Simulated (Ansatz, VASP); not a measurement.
# Hf in VASP and in Ansatz

```
Hf
1.0
     0.00000    2.26354    2.26354
     2.26354    0.00000    2.26354
     2.26354    2.26354    0.00000
Hf
1
Cartesian
  0.0000 0.0000 0.0000
```

Change from the starting cell: volume scaled by 1.06, crystal datasets.

Alike in both runs: task electric field gradients; functional PBEsol; k mesh 16 × 16 × 16; occupations fermi-dirac, width 0.03 eV; no spin polarisation.

|  | VASP | Ansatz |
| --- | --- | --- |
| version | VASP 6.6.1 | Ansatz 0.2.0 |
| potentials or method | VASP PAW PBE potentials, release 64 (Hf_pv), cutoff 520 eV | all-electron PAW with datasets made for the crystal, scalar-relativistic |

```csv
,VASP,Ansatz,Ansatz less VASP
pressure (GPa),-7.3,-6.9,+0.42
```

VASP's potentials were made for PBE, not for PBEsol. Ansatz ran all-electron here, and VASP with PAW potentials.

Neither program's run includes spin-orbit coupling.
